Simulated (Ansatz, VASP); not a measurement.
# Sb: VASP and Ansatz over several settings

```xyz
2
Lattice="2.1825 1.2601 3.8075 -2.1825 1.2601 3.8075 0.0000 -2.5202 3.8075" Properties=species:S:1:pos:R:3 pbc="T T T"
Sb    0.0000    0.0000    8.7554
Sb    0.0000    0.0000    2.6670
```

Single points on this cell with VASP 6.6.1 and Ansatz 0.2.0. Each row is one pair of runs. Alike in all rows: spin: off; k mesh: 4 × 4 × 4; smearing: fermi-dirac, width 0.05 eV; VASP's potentials, cutoff: VASP PAW PBE potentials, release 64 (Sb), 520 eV; Ansatz's potentials, cutoff: Ansatz PAW, 420 eV.

| level | gap on the k mesh at the Fermi level (eV), VASP | gap on the k mesh at the Fermi level (eV), Ansatz | least direct gap on the mesh (eV), VASP | least direct gap on the mesh (eV), Ansatz | pressure (GPa), VASP | pressure (GPa), Ansatz |
| --- | --- | --- | --- | --- | --- | --- |
| B3LYP5 | 0.86 | 0.78 | 0.91 | 0.85 | 1.8 | 2.3 |
| HSE06 | ? | 0.34 | ? | 0.39 | ? | -1.5 |
| PBE0 | 0.97 | 0.85 | 1.02 | 0.94 | -2.5 | -1.5 |

**Question.** Fill in what VASP gave in row 2.

**Answer.** gap on the k mesh at the Fermi level (eV): 0.36; least direct gap on the mesh (eV): 0.38; pressure (GPa): -2.4.

VASP's potentials hold 10 valence electrons a cell and Ansatz's 30, so a difference there can come from the potentials and not from the codes.

The k mesh is coarse, so the values compare programs but aren't converged. Neither program's run includes spin-orbit coupling.
